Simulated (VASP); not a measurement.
# Ga8Sb5P3 (R3m) in VASP: notebook

The runs below take Ga8Sb5P3 through single point, with PBEsol.

All numbers are computed with VASP 6.6.1; they aren't measurements. Logs are shortened: lines on timing, memory, paths and dates and some standing lists are left out, and cuts for length are marked.

## 1. The cell of the first run

It takes space group R3m (No. 160, trigonal). The conventional cell has a = 8.290 Å, b = 8.290 Å, c = 20.350 Å, α = 90.00°, β = 90.00°, γ = 120.00°. Within 3.4 Å of Ga (site symmetry 3m) lie 4 Sb at 2.55 Å. Ga (site symmetry m) has 1 P at 2.38 Å and 3 Sb at 2.59 to 2.60 Å within 3.1 Å. Within 3.2 Å of Ga (site symmetry m) lie 2 P at 2.44 Å and 2 Sb at 2.63 to 2.64 Å. Within 3.3 Å of Ga (site symmetry 3m) lie 3 P at 2.51 Å and 1 Sb at 2.67 Å. Sb (site symmetry m) has 4 Ga at 2.55 to 2.64 Å within 3.4 Å. Sb (site symmetry 3m) has 4 Ga at 2.59 to 2.67 Å within 3.4 Å. Sb (site symmetry 3m) has 4 Ga at 2.55 to 2.63 Å within 3.4 Å. P (site symmetry m) has 4 Ga at 2.38 to 2.51 Å within 3.1 Å.

## 2. Single point, PBEsol

File INCAR:

```
SYSTEM = Ga8Sb5P3
  ALGO = Normal
  EDIFF = 1E-6
  ENCUT = 500
  GGA = PS
  GGA_COMPAT = .False.
  ISIF = 2
  ISMEAR = 0
  LASPH = .True.
  LCHARG = .False.
  LREAL = .False.
  LWAVE = .False.
  NBANDS = 86
  NELM = 120
  PREC = Accurate
  SIGMA = 0.1
```

File KPOINTS:

```
k-points
0
Gamma
  3 3 3
  0 0 0
```

File POSCAR:

```
Ga8Sb5P3
1.0
   -0.0086509244      5.8703240190      5.8703240190
    5.8616730946      0.0000000000      5.8616730946
    5.8616730946      5.8616730946      0.0000000000
Ga Sb P
8 5 3
Direct
    0.0017158268     -0.0005719423     -0.0005719423
   -0.0241930105      0.0071424013      0.5085253046
   -0.0241930105      0.5085253046      0.0071424013
   -0.0241930105      0.5085253046      0.5085253046
    0.5160273056     -0.0142705079     -0.0142705079
    0.5160273056     -0.0142705079      0.5125137102
    0.5160273056      0.5125137102     -0.0142705079
    0.5175658095      0.4941447302      0.4941447302
    0.1269357670      0.1254416679      0.1254416679
    0.1269357670      0.1254416679      0.6221808972
    0.1269357670      0.6221808972      0.1254416679
    0.1242393388      0.6252535537      0.6252535537
    0.6258875812      0.1247041396      0.1247041396
    0.6247604192      0.1237163760      0.6257616024
    0.6247604192      0.6257616024      0.1237163760
    0.6247604192      0.6257616024      0.6257616024
```

Potentials or basis: VASP PAW PBE potentials, release 64 (Ga_d, Sb, P).

Run with:

```sh
$ cat potpaw_PBE.64/Ga_d/POTCAR potpaw_PBE.64/Sb/POTCAR potpaw_PBE.64/P/POTCAR > POTCAR
$ mpirun -np 1 vasp_std > vasp.out
```

OUTCAR:

```text
SYSTEM = Ga8Sb5P3
   EDIFF = 1E-6
   ENCUT = 500
   GGA = PS
   ISIF = 2
   ISMEAR = 0
   LASPH = .True.
   LREAL = .False.
   NELM = 120
   PREC = Accurate

 ion  position               nearest neighbor table
   1  0.002  0.999  0.999-  13 2.55  11 2.55  10 2.55   9 2.55
   2  0.976  0.007  0.509-  14 2.38  12 2.59   9 2.60  10 2.60
   3  0.976  0.509  0.007-  15 2.38  12 2.59   9 2.60  11 2.60
   4  0.976  0.509  0.509-  16 2.38  12 2.59  10 2.60  11 2.60
   5  0.516  0.986  0.986-  14 2.44  15 2.44  13 2.63   9 2.64
   6  0.516  0.986  0.513-  14 2.44  16 2.44  13 2.63  10 2.64
[... 8 lines left out ...]
  15  0.625  0.626  0.124-   3 2.38   5 2.44   7 2.44   8 2.51
  16  0.625  0.626  0.626-   4 2.38   6 2.44   7 2.44   8 2.51

  LATTYP: Found a trigonal (rhomboedric) cell.
 ALAT       =     8.3018963505
 COS(alpha) =     0.5014731262

  Lattice vectors:

 A1 = (  -5.8703240190,   5.8703240190,   0.0086509244)
 A2 = (  -5.8703240190,   0.0086509244,   5.8703240190)
 A3 = (  -0.0086509244,   5.8703240190,   5.8703240190)

Analysis of symmetry for initial positions (statically):
=====================================================================
 Subroutine PRICEL returns:
 Original cell was already a primitive cell.

 Routine SETGRP: Setting up the symmetry group for a
 trigonal (rhombohedral) supercell.

 Subroutine GETGRP returns: Found  6 space group operations
 (whereof  6 operations were pure point group operations)
 out of a pool of 12 trial point group operations.

The static configuration has the point symmetry C_3v.

Analysis of symmetry for dynamics (positions and initial velocities):
=====================================================================
 Subroutine PRICEL returns:
 Original cell was already a primitive cell.

 Routine SETGRP: Setting up the symmetry group for a
 trigonal (rhombohedral) supercell.

 Subroutine GETGRP returns: Found  6 space group operations
 (whereof  6 operations were pure point group operations)
 out of a pool of 12 trial point group operations.

The dynamic configuration has the point symmetry C_3v.

 Subroutine INISYM returns: Found  6 space group operations
 (whereof  6 operations are pure point group operations),
 and found     1 'primitive' translations

----------------------------------------------------------------------------------------

                                     Primitive cell

  volume of cell :     403.6966

  direct lattice vectors                    reciprocal lattice vectors
    -0.008650924  5.870324019  5.870324019    -0.085111461  0.085111461  0.085111461
     5.861673095  0.000000000  5.861673095     0.085237072 -0.085237072  0.085362684
     5.861673095  5.861673095  0.000000000     0.085237072  0.085362684 -0.085237072

  length of vectors
     8.301896351  8.289657589  8.289657589     0.147417375  0.147707497  0.147707497

  position of ions in fractional coordinates (direct lattice)
     0.001715827  0.999428058  0.999428058
     0.975806990  0.007142401  0.508525305
     0.975806990  0.508525305  0.007142401
     0.975806990  0.508525305  0.508525305
     0.516027306  0.985729492  0.985729492
     0.516027306  0.985729492  0.512513710
[... 8 lines left out ...]
     0.624760419  0.625761602  0.123716376
     0.624760419  0.625761602  0.625761602

  ion indices of the primitive-cell ions
   primitive index   ion index
                 1           1
                 2           2
                 3           3
                 4           4
                 5           5
                 6           6
[... 8 lines left out ...]
                15          15
                16          16

----------------------------------------------------------------------------------------

 KPOINTS: k-points

Automatic generation of k-mesh.
 Grid dimensions read from file:
 generate k-points for:    3    3    3

 Generating k-lattice:

  Cartesian coordinates                     Fractional coordinates (reciprocal lattice)
    -0.028370487  0.028370487  0.028370487     0.333333333  0.000000000  0.000000000
     0.028412357 -0.028412357  0.028454228     0.000000000  0.333333333  0.000000000
     0.028412357  0.028454228 -0.028412357     0.000000000  0.000000000  0.333333333

  Length of vectors
     0.049139125  0.049235832  0.049235832

  Shift w.r.t. Gamma in fractional coordinates (k-lattice)
     0.000000000  0.000000000  0.000000000

 Subroutine IBZKPT returns following result:
 ===========================================

 Found      6 irreducible k-points:

 Following reciprocal coordinates:
            Coordinates               Weight
  0.000000  0.000000  0.000000      1.000000
  0.333333  0.000000  0.000000      2.000000
  0.000000  0.333333  0.000000      6.000000
  0.333333  0.333333  0.000000      6.000000
 -0.333333  0.333333  0.000000      6.000000
  0.000000 -0.333333  0.333333      6.000000
   k-points           NKPTS =      6   k-points in BZ     NKDIM =      6   number of bands    NBANDS=     86
   number of dos      NEDOS =    301   number of ions     NIONS =     16
   total plane-waves  NPLWV = 230400
   dimension x,y,z NGX =    64 NGY =   60 NGZ =   60
   dimension x,y,z NGXF=   128 NGYF=  120 NGZF=  120
   ions per type =               8   5   3
   NGX,Y,Z   is equivalent  to a cutoff of  12.82, 12.03, 12.03 a.u.
   NGXF,Y,Z  is equivalent  to a cutoff of  25.63, 24.07, 24.07 a.u.
 SYSTEM =  Ga8Sb5P3
   PREC   = accura    normal or accurate (medium, high low for compatibility)
   ISTART =      0    job   : 0-new  1-cont  2-samecut
   ICHARG =      2    charge: 1-file 2-atom 10-const
   ISPIN  =      1    spin polarized calculation?
   LNONCOLLINEAR =      F non collinear calculations
   LSORBIT =      F    spin-orbit coupling
   LASPH  =      T    aspherical Exc in radial PAW
   ENCUT  =  500.0 eV  36.75 Ry    6.06 a.u.  15.14 15.11 15.11*2*pi/ulx,y,z
   NELM   =    120;   NELMIN=  2; NELMDL= -5     # of ELM steps
   EDIFF  = 0.1E-05   stopping-criterion for ELM
   LREAL  =      F    real-space projection
   EDIFFG = 0.1E-04   stopping-criterion for IOM
   NSW    =      0    number of steps for IOM
   IBRION =     -1    ionic relax: 0-MD 1-quasi-New 2-CG
   NFREE  =      0    steps in history (QN), initial steepest desc. (CG)
   ISIF   =      2    stress and relaxation
   ISYM   =      2    0-nonsym 1-usesym 2-fastsym
   POTIM  = 0.5000    time-step for ionic-motion
   TEBEG  =    0.0;   TEEND  =   0.0 temperature during run
   PSTRESS=    0.0 pullay stress
   NELECT =     144.0000    total number of electrons
   NUPDOWN=      -1.0000    fix difference up-down
   EMIN   =  10.00;   EMAX   =-10.00  energy-range for DOS
   EFERMI =   0.00;   METHOD = LEGACY
   ISMEAR =     0;   SIGMA  =   0.10  broadening in eV -4-tet -1-fermi 0-gaus
   EFERMI_NEDOS =   21; number of points for ismear=-14 and -15
   IALGO  =     38    algorithm
   IMIX   =      4    mixing-type and parameters
     AMIX     =   0.40;   BMIX     =  1.00
     AMIX_MAG =   1.60;   BMIX_MAG =  1.00
  volume/ion in A,a.u.               =      25.23       170.27
  Fermi-wavevector in a.u.,A,eV,Ry     =   1.161031  2.194031 18.340569  1.347994
  Thomas-Fermi vector in A             =   2.297608
   LORBIT       =      0    0 simple, 1 ext, 2 COOP (PROOUT), +10 PAW based schemes
   GGA     = PS    functional components
   LHFCALC =     F    Hartree Fock is set to
   AEXX    =    0.0000 exact exchange contribution
   IVDW    =     0    specifies the selected vdW correction
   LEPSILON=     F    determine dielectric tensor
   LRPA    =     F    only Hartree local field effects (RPA)
 non-spin polarized calculation
 Gauss-broadening in eV      SIGMA  =   0.10
  energy-cutoff  :      500.00
  volume of cell :      403.70
 maximum number of plane-waves:     10277
 NGX is ok and might be reduce to    64
   NGX = 31   NGY = 31   NGZ = 31

 number of electron     144.0000007 magnetization

 Free energy of the ion-electron system (eV)
  ---------------------------------------------------
  ext. energy  EPLUGINS =         0.00000000
  ---------------------------------------------------
  free energy    TOTEN  =       -69.17497193 eV

  energy without entropy =      -69.16850208  energy(sigma->0) =      -69.17173701

 E-fermi :   5.0445     XC(G=0):  -9.5482

 val. band max:        4.8491818771   @ k =   0.0000   0.0000   0.0000
 cond. band min:       5.0742155722   @ k =   0.0000   0.0000   0.0000
 fundamental gap:      0.2250336951
 Fermi energy:         5.0445288990

 k-point     1 :       0.0000    0.0000    0.0000
  band No.  band energies     occupation
      1     -10.3829      2.00000
      2     -10.3784      2.00000
      3     -10.3784      2.00000
      4     -10.3224      2.00000
      5     -10.3224      2.00000
      6     -10.2422      2.00000
[... 76 lines left out ...]
     83       6.2629      0.00000
     84       7.8703      0.00000

 k-point     2 :       0.3333    0.0000    0.0000
  band No.  band energies     occupation
      1     -10.3823      2.00000
      2     -10.3778      2.00000
      3     -10.3778      2.00000
      4     -10.3222      2.00000
      5     -10.3222      2.00000
      6     -10.2414      2.00000
[... 76 lines left out ...]
     83       7.6292      0.00000
     84       8.3949      0.00000

 k-point     3 :       0.0000    0.3333    0.0000
  band No.  band energies     occupation
      1     -10.3819      2.00000
      2     -10.3772      2.00000
      3     -10.3771      2.00000
      4     -10.3221      2.00000
      5     -10.3219      2.00000
      6     -10.2405      2.00000
[... 76 lines left out ...]
     83       7.5852      0.00000
     84       8.4188      0.00000

 k-point     4 :       0.3333    0.3333    0.0000
  band No.  band energies     occupation
      1     -10.3818      2.00000
      2     -10.3771      2.00000
      3     -10.3767      2.00000
      4     -10.3221      2.00000
      5     -10.3218      2.00000
      6     -10.2401      2.00000
[... 76 lines left out ...]
     83       7.6984      0.00000
     84       8.1369      0.00000

 k-point     5 :      -0.3333    0.3333    0.0000
  band No.  band energies     occupation
      1     -10.3816      2.00000
      2     -10.3768      2.00000
      3     -10.3767      2.00000
      4     -10.3220      2.00000
      5     -10.3217      2.00000
      6     -10.2399      2.00000
[... 76 lines left out ...]
     83       8.2828      0.00000
     84       8.5209      0.00000

 k-point     6 :       0.0000   -0.3333    0.3333
  band No.  band energies     occupation
      1     -10.3814      2.00000
      2     -10.3769      2.00000
      3     -10.3759      2.00000
      4     -10.3219      2.00000
      5     -10.3216      2.00000
      6     -10.2402      2.00000
[... 76 lines left out ...]
     83       8.3681      0.00000
     84       8.5215      0.00000
 [bands above 84 left out]

------------------------ aborting loop because EDIFF is reached ----------------------------------------

  FORCE on cell =-STRESS in cart. coord.  units (eV):
  Direction    XX          YY          ZZ          XY          YZ          ZX
  --------------------------------------------------------------------------------------
  -------------------------------------------------------------------------------------
  Total        0.3033842      0.3033842      0.3033842      0.0326273     -0.0326273      0.0326273
  in kB        1.2040608      1.2040608      1.2040608      0.1294901     -0.1294901      0.1294901
  external PRESSURE =       1.2040608 kB  Pullay stress =       0.0000000 kB

 VOLUME and BASIS-vectors are now :
 -----------------------------------------------------------------------------
  energy-cutoff  :      500.00
  volume of cell :      403.70
      direct lattice vectors                 reciprocal lattice vectors
    -0.008650924  5.870324019  5.870324019    -0.085111461  0.085111461  0.085111461
     5.861673095  0.000000000  5.861673095     0.085237072 -0.085237072  0.085362684
     5.861673095  5.861673095  0.000000000     0.085237072  0.085362684 -0.085237072

 POSITION                                       TOTAL-FORCE (eV/Angst)
 -----------------------------------------------------------------------------------
     11.71663      5.86839      5.86839         0.019860     -0.019860     -0.019860
      3.01423      8.70911      5.77017         0.019819     -0.019819     -0.033466
      3.01423      5.77017      8.70911         0.019819     -0.033466     -0.019819
      5.95318      8.70911      8.70911         0.033466     -0.019819     -0.019819
     11.55158      8.80727      8.80727        -0.036841      0.006685      0.006685
      8.77775      6.03344      8.80727        -0.006685      0.036841      0.006685
[... 8 lines left out ...]
      4.38779      4.39273      7.33556         0.006510     -0.009742     -0.006510
      7.33062      7.33556      7.33556         0.009742     -0.006510     -0.006510
 -----------------------------------------------------------------------------------
    total drift:                               -0.000039      0.000081      0.000081

  FREE ENERGIE OF THE ION-ELECTRON SYSTEM (eV)
  ---------------------------------------------------
  free  energy   TOTEN  =       -69.1749719334 eV

  energy  without entropy=      -69.1685020767  energy(sigma->0) =      -69.17173701
```

Wall time 4.9 min (1 thread of Oxide Virtual Turin-like, shared host); peak memory 0.57 GiB.

Results:

```yaml
Free_energy: -69.1750 eV
Pressure: 0.1 GPa
Largest_force: 0.045 eV/Å
Band_gap_on_the_k_mesh: zero (filled and empty bands touch)
```

Forces in eV/Å, atoms in the order of the input:
```
Ga   0.020 -0.020 -0.020
Ga   0.020 -0.020 -0.033
Ga   0.020 -0.033 -0.020
Ga   0.033 -0.020 -0.020
Ga  -0.037  0.007  0.007
Ga  -0.007  0.037  0.007
Ga  -0.007  0.007  0.037
Ga  -0.026  0.026  0.026
Sb  -0.001  0.018  0.018
Sb  -0.018  0.001  0.018
Sb  -0.018  0.018  0.001
Sb  -0.004  0.004  0.004
Sb   0.002 -0.002 -0.002
P    0.007 -0.007 -0.010
P    0.007 -0.010 -0.007
P    0.010 -0.007 -0.007
```

Caveat: semilocal functionals underestimate gaps, and a narrow one can read as zero; the PAW data sets were made with another functional, which shifts forces and pressure a little; spin-orbit coupling is left out, which moves the levels of the heavy elements.

[end of part 1 of 2]

The gap in the log of VASP goes by the Fermi energy; the results here count the filled bands.